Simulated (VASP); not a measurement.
Be2C: phonons with r2SCAN

Crystal: Be2C.

```
Be C
1.0
     2.16046    2.16046    0.00000
    -2.16046    2.16046    0.00000
     0.00000    2.16046    2.16046
Be C
2 1
Direct
  0.25000 0.75000 0.50000
  0.75000 0.25000 0.50000
  0.00000 0.00000 0.00000
```

| Quantity | Value |
| --- | --- |
| Program | VASP 6.6.1 |
| Task | phonons |
| Functional | r2SCAN |
| Potentials or basis | VASP PAW PBE potentials, release 64 (Be, C) |
| Cutoff | 660 eV |
| k mesh | 10 × 10 × 10 |
| Occupations | gaussian, width 0.01 eV |
| Spin | no spin polarisation |
| Dipole correction | no |
| Further INCAR settings | ALGO = Normal; EDIFF = 1e-08; IBRION = 6; POTIM = 0.015; NSW = 1 |

| Property | Result |
| --- | --- |
| Highest phonon frequency at Γ | 710 cm⁻¹ |

Phonon frequencies in cm⁻¹ (negative: imaginary):
```tsv
q point	frequencies
(0.000, 0.000, 0.000)	0 0 0 637 637 637 710 710 710
```

Run time: 12 min on 1 thread of Intel Xeon 8259CL (shared host), peak memory 0.21 GiB.
